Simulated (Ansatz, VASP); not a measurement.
**One calculation of AlB2Sb3, two programs**

INCAR

```
PREC = Accurate ; ENCUT = 520
EDIFF = 1E-6 ; ISMEAR = 0
SIGMA = 0.1 ; LREAL = False
LASPH = True ; NELM = 80
ALGO = Normal ; ISIF = 2
LWAVE = False ; LCHARG = False
GGA = PE ; NBANDS = 21
```

File KPOINTS:

```
regular mesh
0
Gamma
  6 6 2
```

Contents of POSCAR:

```
AlB2Sb3
1.0
    4.0525096400      0.0000000000      0.0000000000
   -2.0262548200      3.5095762900      0.0000000000
    0.0000000000      0.0000000000      9.1001987800
Al B Sb
1 2 3
Direct
    0.0000000000      0.0000000000      0.0000000000
    0.3333333300      0.6666666700      0.0000000000
    0.0000000000      0.0000000000      0.5000000000
    0.0000000000      0.0000000000      0.7640878600
    0.0000000000      0.0000000000      0.2359121400
    0.6666666700      0.3333333300      0.0000000000
```

Input for Ansatz:

```yaml
crystal:
  lattice:
    - [4.05250964, 0.0, 0.0]
    - [-2.02625482, 3.50957629, 0.0]
    - [0.0, 0.0, 9.10019878]
  atoms:
    - { symbol: Al, position: [0.0, 0.0, 0.0] }
    - { symbol: B, position: [0.33333333, 0.66666667, 0.0] }
    - { symbol: B, position: [0.0, 0.0, 0.5] }
    - { symbol: Sb, position: [0.0, 0.0, 0.76408786] }
    - { symbol: Sb, position: [0.0, 0.0, 0.23591214] }
    - { symbol: Sb, position: [0.66666667, 0.33333333, 0.0] }
basis:
  ecutwfc: 420
kpoints:
  mp_grid: { grid: [6, 6, 2] }
hamiltonian:
  xc: pbe
scf:
  occupations: { method: gaussian, width: 0.1 }
  lower_state_search: "off"
output:
  forces: true
  stress: true
  eigenvalues: true
```

Alike in both runs: task single point; functional PBE; k mesh 6 × 6 × 2; occupations gaussian, width 0.1 eV; no spin polarisation.

```csv
,VASP,Ansatz
version,VASP 6.6.1,Ansatz 0.2.0
potentials or method,"VASP PAW PBE potentials, release 64 (Al, B, Sb), cutoff 520 eV","scalar-relativistic, plane waves, PAW"
valence electrons in the cell,24,54
```

Ansatz gave:

```
gap on the k mesh at the Fermi level (eV) : none
rms of the force components (eV/Å)        : 3.471
```

Estimate VASP's values.

gap on the k mesh at the Fermi level (eV): none; rms of the force components (eV/Å): 3.507.

Atom by atom the forces differ by 0.036 eV/Å (rms over components). A gap of «none» marks a metal or a gap that the smearing closes. The functional is the same, so the differences come from potentials, cutoffs and numerics. VASP's potentials hold 24 valence electrons a cell and Ansatz's 54, so a difference there can come from the potentials and not from the codes.

Spin-orbit coupling is off throughout.
